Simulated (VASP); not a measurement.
# TlMo (Fm-3m) in VASP: further runs

TlMo is run at these levels: PBE; tasks: single point, relaxation of cell and atoms.

All numbers are computed with VASP 6.6.1; they aren't measurements. Logs are shortened: lines on timing, memory, paths and dates and some standing lists are left out, and cuts for length are marked.

### Step 1. The cell of the first run

The structure is cubic, space group Fm-3m (No. 225). The conventional cell has a = 5.596 Å, b = 5.596 Å, c = 5.596 Å, α = 90.00°, β = 90.00°, γ = 90.00°. Within 3.7 Å of Tl (site symmetry m-3m) lie 6 Mo at 2.80 Å. Within 3.7 Å of Mo (site symmetry m-3m) lie 6 Tl at 2.80 Å.

### Step 2. Single point, PBE

Contents of INCAR:

```
PREC = Accurate
ENCUT = 520
EDIFF = 1E-6
ISMEAR = 0
SIGMA = 0.1
LREAL = F
LASPH = T
NELM = 100
ALGO = Fast
ISIF = 2
LWAVE = F
LCHARG = F
GGA = PE
NBANDS = 20
```

Contents of KPOINTS:

```
regular mesh
0
Gamma
  18 18 18
```

Contents of POSCAR:

```
TlMo
1.0
    0.0000000000      2.7981340373      2.7981340373
    2.7981340373      0.0000000000      2.7981340373
    2.7981340373      2.7981340373      0.0000000000
Tl Mo
1 1
Direct
    0.0000000000      0.0000000000      0.0000000000
    0.5000000000      0.5000000000      0.5000000000
```

Potentials or basis: VASP PAW PBE potentials, release 64 (Tl_d, Mo_sv).

Started as:

```
$ cat potpaw_PBE.64/Tl_d/POTCAR potpaw_PBE.64/Mo_sv/POTCAR > POTCAR
$ mpirun -np 1 vasp_std > vasp.out
```

OUTCAR:

```text
PREC = Accurate
   ENCUT = 520
   EDIFF = 1E-6
   ISMEAR = 0
   LREAL = F
   LASPH = T
   NELM = 100
   ISIF = 2
   GGA = PE

 ion  position               nearest neighbor table
   1  0.000  0.000  0.000-   2 2.80   2 2.80   2 2.80   2 2.80   2 2.80   2 2.80
   2  0.500  0.500  0.500-   1 2.80   1 2.80   1 2.80   1 2.80   1 2.80   1 2.80

  LATTYP: Found a face centered cubic cell.
 ALAT       =     5.5962680746

  Lattice vectors:

 A1 = (   0.0000000000,   2.7981340373,   2.7981340373)
 A2 = (   2.7981340373,   0.0000000000,   2.7981340373)
 A3 = (   2.7981340373,   2.7981340373,   0.0000000000)

Analysis of symmetry for initial positions (statically):
=====================================================================
 Subroutine PRICEL returns:
 Original cell was already a primitive cell.

 Routine SETGRP: Setting up the symmetry group for a
 face centered cubic supercell.

 Subroutine GETGRP returns: Found 48 space group operations
 (whereof 48 operations were pure point group operations)
 out of a pool of 48 trial point group operations.

The static configuration has the point symmetry O_h .

Analysis of symmetry for dynamics (positions and initial velocities):
=====================================================================
 Subroutine PRICEL returns:
 Original cell was already a primitive cell.

 Routine SETGRP: Setting up the symmetry group for a
 face centered cubic supercell.

 Subroutine GETGRP returns: Found 48 space group operations
 (whereof 48 operations were pure point group operations)
 out of a pool of 48 trial point group operations.

The dynamic configuration has the point symmetry O_h .

 Subroutine INISYM returns: Found 48 space group operations
 (whereof 48 operations are pure point group operations),
 and found     1 'primitive' translations

----------------------------------------------------------------------------------------

                                     Primitive cell

  volume of cell :      43.8163

  direct lattice vectors                    reciprocal lattice vectors
     0.000000000  2.798134037  2.798134037    -0.178690511  0.178690511  0.178690511
     2.798134037  0.000000000  2.798134037     0.178690511 -0.178690511  0.178690511
     2.798134037  2.798134037  0.000000000     0.178690511  0.178690511 -0.178690511

  length of vectors
     3.957159105  3.957159105  3.957159105     0.309501043  0.309501043  0.309501043

  position of ions in fractional coordinates (direct lattice)
     0.000000000  0.000000000  0.000000000
     0.500000000  0.500000000  0.500000000

  ion indices of the primitive-cell ions
   primitive index   ion index
                 1           1
                 2           2

----------------------------------------------------------------------------------------

 KPOINTS: regular mesh

Automatic generation of k-mesh.
 Grid dimensions read from file:
 generate k-points for:   18   18   18

 Generating k-lattice:

  Cartesian coordinates                     Fractional coordinates (reciprocal lattice)
    -0.009927251  0.009927251  0.009927251     0.055555556  0.000000000  0.000000000
     0.009927251 -0.009927251  0.009927251     0.000000000  0.055555556  0.000000000
     0.009927251  0.009927251 -0.009927251     0.000000000  0.000000000  0.055555556

  Length of vectors
     0.017194502  0.017194502  0.017194502

  Shift w.r.t. Gamma in fractional coordinates (k-lattice)
     0.000000000  0.000000000  0.000000000

 Subroutine IBZKPT returns following result:
 ===========================================

 Found    195 irreducible k-points:

 Following reciprocal coordinates:
            Coordinates               Weight
  0.000000  0.000000  0.000000      1.000000
  0.055556  0.000000  0.000000      8.000000
  0.111111  0.000000  0.000000      8.000000
  0.166667  0.000000  0.000000      8.000000
  0.222222  0.000000  0.000000      8.000000
  0.277778  0.000000  0.000000      8.000000
[... 16 lines left out ...]
 -0.277778  0.055556  0.000000     24.000000
 -0.222222  0.055556  0.000000     24.000000
 [... further k-points ...]
   k-points           NKPTS =    195   k-points in BZ     NKDIM =    195   number of bands    NBANDS=     20
   number of dos      NEDOS =    301   number of ions     NIONS =      2
   total plane-waves  NPLWV =  27000
   dimension x,y,z NGX =    30 NGY =   30 NGZ =   30
   dimension x,y,z NGXF=    60 NGYF=   60 NGZF=   60
   ions per type =               1   1
   NGX,Y,Z   is equivalent  to a cutoff of  12.60, 12.60, 12.60 a.u.
   NGXF,Y,Z  is equivalent  to a cutoff of  25.21, 25.21, 25.21 a.u.
 SYSTEM =  unknown system
   PREC   = accura    normal or accurate (medium, high low for compatibility)
   ISTART =      0    job   : 0-new  1-cont  2-samecut
   ICHARG =      2    charge: 1-file 2-atom 10-const
   ISPIN  =      1    spin polarized calculation?
   LNONCOLLINEAR =      F non collinear calculations
   LSORBIT =      F    spin-orbit coupling
   LASPH  =      T    aspherical Exc in radial PAW
   ENCUT  =  520.0 eV  38.22 Ry    6.18 a.u.   7.36  7.36  7.36*2*pi/ulx,y,z
   NELM   =    100;   NELMIN=  2; NELMDL= -5     # of ELM steps
   EDIFF  = 0.1E-05   stopping-criterion for ELM
   LREAL  =      F    real-space projection
   EDIFFG = 0.1E-04   stopping-criterion for IOM
   NSW    =      0    number of steps for IOM
   IBRION =     -1    ionic relax: 0-MD 1-quasi-New 2-CG
   NFREE  =      0    steps in history (QN), initial steepest desc. (CG)
   ISIF   =      2    stress and relaxation
   ISYM   =      2    0-nonsym 1-usesym 2-fastsym
   POTIM  = 0.5000    time-step for ionic-motion
   TEBEG  =    0.0;   TEEND  =   0.0 temperature during run
   PSTRESS=    0.0 pullay stress
   NELECT =      27.0000    total number of electrons
   NUPDOWN=      -1.0000    fix difference up-down
   EMIN   =  10.00;   EMAX   =-10.00  energy-range for DOS
   EFERMI =   0.00;   METHOD = LEGACY
   ISMEAR =     0;   SIGMA  =   0.10  broadening in eV -4-tet -1-fermi 0-gaus
   EFERMI_NEDOS =   21; number of points for ismear=-14 and -15
   IALGO  =     68    algorithm
   IMIX   =      4    mixing-type and parameters
     AMIX     =   0.40;   BMIX     =  1.00
     AMIX_MAG =   1.60;   BMIX_MAG =  1.00
  volume/ion in A,a.u.               =      21.91       147.84
  Fermi-wavevector in a.u.,A,eV,Ry     =   1.393106  2.632589 26.405439  1.940745
  Thomas-Fermi vector in A             =   2.516784
   LORBIT       =      0    0 simple, 1 ext, 2 COOP (PROOUT), +10 PAW based schemes
   GGA     = PE    functional components
   LHFCALC =     F    Hartree Fock is set to
   AEXX    =    0.0000 exact exchange contribution
   IVDW    =     0    specifies the selected vdW correction
   LEPSILON=     F    determine dielectric tensor
   LRPA    =     F    only Hartree local field effects (RPA)
 non-spin polarized calculation
 RMM-DIIS sequential band-by-band and
 Gauss-broadening in eV      SIGMA  =   0.10
  energy-cutoff  :      520.00
  volume of cell :       43.82
 maximum number of plane-waves:      1243
 NGX is ok and might be reduce to    30
   NGX = 15   NGY = 15   NGZ = 15

 number of electron      27.0000004 magnetization

 Free energy of the ion-electron system (eV)
  ---------------------------------------------------
  ext. energy  EPLUGINS =         0.00000000
  ---------------------------------------------------
  free energy    TOTEN  =       -10.21358288 eV

  energy without entropy =      -10.19519246  energy(sigma->0) =      -10.20438767

 E-fermi :   8.5992     XC(G=0): -11.4800

 val. band max:        8.5958813119   @ k =  -0.3889   0.1111   0.0000
 cond. band min:       8.6070993671   @ k =  -0.3333   0.2222   0.0556
 fundamental gap:      0.0112180552
 Fermi energy:         8.5991858176

 k-point     1 :       0.0000    0.0000    0.0000
  band No.  band energies     occupation
      1     -52.4604      2.00000
      2     -26.5495      2.00000
      3     -26.5495      2.00000
      4     -26.5495      2.00000
      5      -3.1580      2.00000
      6      -3.1580      2.00000
[... 12 lines left out ...]
     19      16.1947      0.00000
     20      18.0594      0.00000

 k-point     2 :       0.0556    0.0000    0.0000
  band No.  band energies     occupation
      1     -52.4603      2.00000
      2     -26.5509      2.00000
      3     -26.5499      2.00000
      4     -26.5499      2.00000
      5      -3.1502      2.00000
      6      -3.1502      2.00000
[... 12 lines left out ...]
     19      16.2602      0.00000
     20      18.3810      0.00000

 k-point     3 :       0.1111    0.0000    0.0000
  band No.  band energies     occupation
      1     -52.4601      2.00000
      2     -26.5549      2.00000
      3     -26.5509      2.00000
      4     -26.5509      2.00000
      5      -3.1281      2.00000
      6      -3.1281      2.00000
[... 12 lines left out ...]
     19      16.4309      0.00000
     20      18.8207      0.00000

 k-point     4 :       0.1667    0.0000    0.0000
  band No.  band energies     occupation
      1     -52.4597      2.00000
      2     -26.5610      2.00000
      3     -26.5524      2.00000
      4     -26.5524      2.00000
      5      -3.0946      2.00000
      6      -3.0946      2.00000
[... 12 lines left out ...]
     19      16.5916      0.00000
     20      18.7626      0.00000

 k-point     5 :       0.2222    0.0000    0.0000
  band No.  band energies     occupation
      1     -52.4593      2.00000
      2     -26.5685      2.00000
      3     -26.5543      2.00000
      4     -26.5543      2.00000
      5      -3.0541      2.00000
      6      -3.0541      2.00000
[... 12 lines left out ...]
     19      16.5281      0.00000
     20      18.7574      0.00000
[... 353 lines left out ...]
      6      -2.9241      2.00000
[... 12 lines left out ...]
     19      17.3151      0.00000
     20      18.1108      0.00000

 k-point    22 :      -0.3333    0.0556    0.0000
  band No.  band energies     occupation
      1     -52.4582      2.00000
      2     -26.5859      2.00000
      3     -26.5594      2.00000
      4     -26.5590      2.00000
      5      -2.9833      2.00000
      6      -2.9451      2.00000
[... 12 lines left out ...]
     19      17.3670      0.00000
     20      18.1211      0.00000

 k-point    23 :      -0.2778    0.0556    0.0000
  band No.  band energies     occupation
      1     -52.4586      2.00000
      2     -26.5791      2.00000
      3     -26.5576      2.00000
      4     -26.5572      2.00000
      5      -3.0199      2.00000
      6      -2.9770      2.00000
[... 12 lines left out ...]
     19      16.9482      0.00000
     20      18.5982      0.00000

 k-point    24 :      -0.2222    0.0556    0.0000
  band No.  band energies     occupation
      1     -52.4591      2.00000
      2     -26.5715      2.00000
      3     -26.5555      2.00000
      4     -26.5552      2.00000
      5      -3.0590      2.00000
      6      -3.0169      2.00000
[... 12 lines left out ...]
     19      16.6511      0.00000
     20      18.4413      0.00000

 [... further k-points ...]

------------------------ aborting loop because EDIFF is reached ----------------------------------------

  FORCE on cell =-STRESS in cart. coord.  units (eV):
  Direction    XX          YY          ZZ          XY          YZ          ZX
  --------------------------------------------------------------------------------------
  -------------------------------------------------------------------------------------
  Total        0.0226973      0.0226973      0.0226973      0.0000000     -0.0000000     -0.0000000
  in kB        0.8299439      0.8299439      0.8299439      0.0000000     -0.0000000     -0.0000000
  external PRESSURE =       0.8299439 kB  Pullay stress =       0.0000000 kB

 VOLUME and BASIS-vectors are now :
 -----------------------------------------------------------------------------
  energy-cutoff  :      520.00
  volume of cell :       43.82
      direct lattice vectors                 reciprocal lattice vectors
     0.000000000  2.798134037  2.798134037    -0.178690511  0.178690511  0.178690511
     2.798134037  0.000000000  2.798134037     0.178690511 -0.178690511  0.178690511
     2.798134037  2.798134037  0.000000000     0.178690511  0.178690511 -0.178690511

 POSITION                                       TOTAL-FORCE (eV/Angst)
 -----------------------------------------------------------------------------------
      0.00000      0.00000      0.00000        -0.000000      0.000000      0.000000
      2.79813      2.79813      2.79813         0.000000     -0.000000     -0.000000
 -----------------------------------------------------------------------------------
    total drift:                                0.000000      0.000000      0.000000

  FREE ENERGIE OF THE ION-ELECTRON SYSTEM (eV)
  ---------------------------------------------------
  free  energy   TOTEN  =       -10.2135828800 eV

  energy  without entropy=      -10.1951924568  energy(sigma->0) =      -10.20438767
```

Run time: 3.5 min. Hardware: 1 thread of Oxide Virtual Turin-like, shared host; peak memory 0.26 GiB.

What came out:

```
Free energy            : -10.2136 eV
Pressure               : 0.1 GPa
Band gap on the k mesh : zero (an odd number of electrons rules out a gap without spin polarisation)
```

Caveat: spin-orbit coupling is left out, which moves the levels of the heavy elements.

### Step 3. Relaxation of cell and atoms, PBE

This run uses another cell than the first one, of 22.25 Å³/atom.

Contents of INCAR:

```
PREC = Accurate ; ENCUT = 600
EDIFF = 1E-7 ; ISMEAR = 0
SIGMA = 0.1 ; LREAL = False
LASPH = True ; NELM = 80
ALGO = Fast ; ISIF = 3
LWAVE = False ; LCHARG = False
GGA = PE ; IBRION = 2
NSW = 100 ; EDIFFG = -0.01
```

Contents of KPOINTS:

```
Automatic mesh
0
Gamma
  18 18 18
```

Contents of POSCAR:

```
TlMo
1.0
    0.0000000000      2.8125379019      2.8125379019
    2.8125379019      0.0000000000      2.8125379019
    2.8125379019      2.8125379019      0.0000000000
Tl Mo
1 1
Direct
    0.0000000000      0.0000000000      0.0000000000
    0.5000000000      0.5000000000      0.5000000000
```

Potentials or basis: VASP PAW PBE potentials, release 64 (Tl_d, Mo_sv).

Started as:

```
$ cat potpaw_PBE.64/Tl_d/POTCAR potpaw_PBE.64/Mo_sv/POTCAR > POTCAR
$ mpirun -np 1 vasp_std > vasp.out
```

Run time: 9.3 min. Hardware: 1 thread of Oxide Virtual Turin-like, shared host; peak memory 0.31 GiB.

The run converged. Its results:

- Free energy: -10.2139 eV
- Relaxed volume: 21.93 Å³/atom
- Relaxed cell: a = 3.958 Å, b = 3.958 Å, c = 3.958 Å, α = 60.00°, β = 60.00°, γ = 60.00°
- Space group after relaxing (to 0.1 Å): Fm-3m (No. 225)
- Energy gained by relaxing: 1.6 meV/atom
- Ionic steps: 3
- Pressure after relaxing: 0.0 GPa
- Band gap on the k mesh: zero (an odd number of electrons rules out a gap without spin polarisation)

Step by step:
| step | energy change (eV) | largest force (eV/Å) | pressure (GPa) | volume (Å³) |
| --- | --- | --- | --- | --- |
| 1 | 0.0000 | 0.0000 | -1.54 | 44.50 |
| 2 | 0.0011 | 0.0000 | 1.90 | 43.13 |
| 3 | -0.0031 | 0.0000 | -0.01 | 43.85 |

Final structure:
```xyz
2
Lattice="0.0000 2.7989 2.7989 2.7989 0.0000 2.7989 2.7989 2.7989 0.0000" Properties=species:S:1:pos:R:3 pbc="T T T"
Tl    0.0000    0.0000    0.0000
Mo    2.7989    2.7989    2.7989
```

Levels at points of the mesh, in eV from the Fermi level:
```tsv
k point	band 10	band 11	band 12	band 13	band 14	band 15	band 16	band 17
(0.00, 0.00, 0.00)	-9.46	-0.50	-0.50	-0.50	0.36	0.36	5.41	5.41
(0.50, 0.00, 0.00)	-6.31	-4.37	-2.05	-2.05	0.07	0.07	1.01	6.60
(0.50, 0.50, 0.00)	-6.99	-2.26	-1.31	0.49	0.49	0.69	1.67	1.67
```

Caveat: spin-orbit coupling is left out, which moves the levels of the heavy elements.
